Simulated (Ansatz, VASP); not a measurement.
## TaN in VASP and in Ansatz

INCAR

```
SYSTEM = TaN
ALGO = Normal
EDIFF = 1E-6
ENCUT = 520
GGA = PS
GGA_COMPAT = .FALSE.
ISIF = 2
ISMEAR = -1
LASPH = .TRUE.
LCHARG = .TRUE.
LMAXMIX = 4
LORBIT = 11
LORBMOM = .TRUE.
LREAL = .FALSE.
LSORBIT = .TRUE.
LVHAR = .TRUE.
LWAVE = .FALSE.
MAGMOM = 0 0 0 0 0 0
NBANDS = 28
NELM = 150
PREC = Accurate
SIGMA = 0.05
```

File KPOINTS:

```
k-points
0
G
  7 7 7
  0 0 0
```

Contents of POSCAR:

```
TaN
1.0
    0.0000000000      2.2113230000      2.2113230000
    2.2113230000      0.0000000000      2.2113230000
    2.2113230000      2.2113230000      0.0000000000
Ta N
1 1
Direct
    0.5000000000      0.5000000000      0.5000000000
    0.0000000000      0.0000000000      0.0000000000
```

input.yaml

```yaml
crystal:
  lattice:
    - [0.0, 2.211323, 2.211323]
    - [2.211323, 0.0, 2.211323]
    - [2.211323, 2.211323, 0.0]
  atoms:
    - { symbol: Ta, position: [0.5, 0.5, 0.5] }
    - { symbol: "N", position: [0.0, 0.0, 0.0] }
kpoints:
  mp_grid: { grid: [7, 7, 7] }
  band_path:
    path:
      - [0.0, 0.0, 0.0]
      - [0.5, 0.0, 0.5]
      - [0.5, 0.25, 0.75]
      - [0.375, 0.375, 0.75]
      - [0.0, 0.0, 0.0]
      - [0.5, 0.5, 0.5]
      - [0.625, 0.25, 0.625]
      - [0.5, 0.25, 0.75]
    npoints: 10
scf:
  occupations: { method: fermi_dirac, width: 0.05 }
hamiltonian:
  xc: pbesol
  pseudopotentials: { kind: all_electron, lapw: { basis_error: 0.001 } }
magnetization:
  noncollinear: true
  spin_orbit: true
output:
  forces: true
  stress: true
  eigenvalues: true
```

Alike in both runs: functional PBEsol; k mesh 7 × 7 × 7; occupations fermi-dirac, width 0.05 eV; non-collinear spin, spin-orbit coupling.

|  | VASP | Ansatz |
| --- | --- | --- |
| version | VASP 6.6.1 | Ansatz 0.2.0 |
| potentials or method | VASP PAW PBE potentials, release 64 (Ta_pv, N), cutoff 520 eV | all-electron LAPW, relativistic spinors |
| task | single point | band structure |

Ansatz gave:

| Item | Value |
| --- | --- |
| pressure (GPa) | -10.7 |
| net moment per atom (μB) | 0.00 |

Problem. Estimate VASP's values.

Solution. Pressure (GPa): -9.3; net moment per atom (μB): 0.00.

VASP's potentials were made for PBE, not for PBEsol. Ansatz ran all-electron here, and VASP with PAW potentials.

Noted on Ansatz's run: the k mesh is thin for a metal, which can move the energy by tens of meV per atom.
